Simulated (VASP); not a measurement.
HfB2:

```xyz
3
Lattice="3.1400 0.0000 0.0000 -1.5700 2.7193 0.0000 0.0000 0.0000 3.4800" Properties=species:S:1:pos:R:3 pbc="T T T"
Hf    0.0000    0.0000    0.0000
B     1.5700    0.9064    1.7400
B     0.0000    1.8129    1.7400
```

* Program: VASP 6.6.1
* Task: relaxation of cell and atoms
* Functional: BLYP
* Potentials or basis: VASP PAW PBE potentials, release 64 (Hf_pv, B)
* Cutoff: 600 eV
* k mesh: 10 × 10 × 8
* Occupations: fermi-dirac, width 0.05 eV
* Spin: no spin polarisation

At the start: pressure 8.0 GPa; volume 9.90 Å³/atom.

Q: How do energy, volume and symmetry change on relaxing?

A: Over 4 steps the energy falls by 10.0 meV/atom and the volume is 10.24 Å³/atom (+3.4 %); space group P6/mmm (No. 191, to 0.05 Å).

Step by step:
```csv
step,energy change (eV),largest force (eV/Å),pressure (GPa),volume (Å³)
1,0.0000,0.0000,8.03,29.71
2,0.0019,0.0000,-8.30,31.90
3,-0.0276,0.0000,-0.54,30.76
4,-0.0300,0.0000,-0.04,30.72
```

Final structure:
```cif
data_structure
_symmetry_space_group_name_H-M 'P 1'
_symmetry_Int_Tables_number 1
_cell_length_a 3.1565
_cell_length_b 3.1565
_cell_length_c 3.5604
_cell_angle_alpha 90.000
_cell_angle_beta 90.000
_cell_angle_gamma 120.000
_cell_volume 30.72
loop_
_atom_site_label
_atom_site_type_symbol
_atom_site_fract_x
_atom_site_fract_y
_atom_site_fract_z
_atom_site_occupancy
Hf1 Hf 0.00000 0.00000 0.00000 1
B1 B 0.66667 0.33333 0.50000 1
B2 B 0.33333 0.66667 0.50000 1
```

Caveat: the PAW data sets were made with another functional, which shifts forces and pressure a little.
